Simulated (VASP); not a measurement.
Write the native input for VASP 6.6.1 that does the following.

- Task: single point
- Functional: PBE
- Potentials or basis: VASP PAW PBE potentials, release 64 (Zr_sv, Cr_pv, C)
- Cutoff: 520 eV
- k mesh: 6 × 6 × 2
- Occupations: gaussian, width 0.2 eV
- Spin: collinear spin, ferromagnetic start
- Starting moments: [0.0, 3.0, 0.0, 0.0, 0.0, 0.0, 0.0] μB
- Dipole correction: no
- Further INCAR settings: ALGO = Normal; EDIFF = 1e-06; NBANDS = 35

The structure of ZrCrC5 lies in POSCAR:

```
ZrCrC5
1.0
    2.6744259447      0.0000000000      0.0000000000
   -1.3372129723      2.3161208086      0.0000000000
    0.0000000000      0.0000000000     11.1839814903
Zr Cr C
1 1 5
Direct
    0.3333333333      0.6666666667     -0.0322803736
    0.0000000000      0.0000000000      0.2195082717
    0.3333333333      0.6666666667      0.7544201590
    0.0000000000      0.0000000000      0.7615560140
    0.3333333333      0.6666666667      0.3961359147
    0.6666666667      0.3333333333      0.3965020051
    0.6666666667      0.3333333333      0.1191580091
```

One way to write it, as run:

INCAR

```
SYSTEM = ZrCrC5
PREC = Accurate ; ENCUT = 520
EDIFF = 1E-6 ; ISMEAR = 0
SIGMA = 0.2 ; LREAL = .False.
LASPH = .True. ; NELM = 150
ALGO = Normal ; ISIF = 2
LWAVE = .False. ; LCHARG = .False.
ISPIN = 2 ; MAGMOM = 0 3 0 0 0 0 0
LORBIT = 11 ; LMAXMIX = 4
GGA = PE ; NBANDS = 35
```

KPOINTS

```
Automatic mesh
0
Gamma
  6 6 2
  0 0 0
```

Potentials or basis: VASP PAW PBE potentials, release 64 (Zr_sv, Cr_pv, C).

Command:

```console
$ cat potpaw_PBE.64/Zr_sv/POTCAR potpaw_PBE.64/Cr_pv/POTCAR potpaw_PBE.64/C/POTCAR > POTCAR
$ mpirun -np 1 vasp_std > vasp.out
```

It gave:

| Property | Result |
| --- | --- |
| Pressure | 0.2 GPa |
| Largest force | 0.072 eV/Å |
| Net moment | 0.78 μB per cell |
| Site moments | Zr +0.05; Cr +0.65; C +0.02, +0.01, -0.01 μB |
| Valence electrons inside the program's atomic spheres | Zr 10.48; Cr 11.27; C 2.44, 2.40, 2.41, 2.48 |

Caveat: the k points lie up to 0.45 Å⁻¹ apart; this functional lacks dispersion, which binds the layers, so the pressure and a relaxed spacing across them are unreliable.

Wall time 80 s on 1 thread of AMD EPYC 9R45 96-Core Processor (Zen 5), on a shared host, peak memory 0.2 GiB.
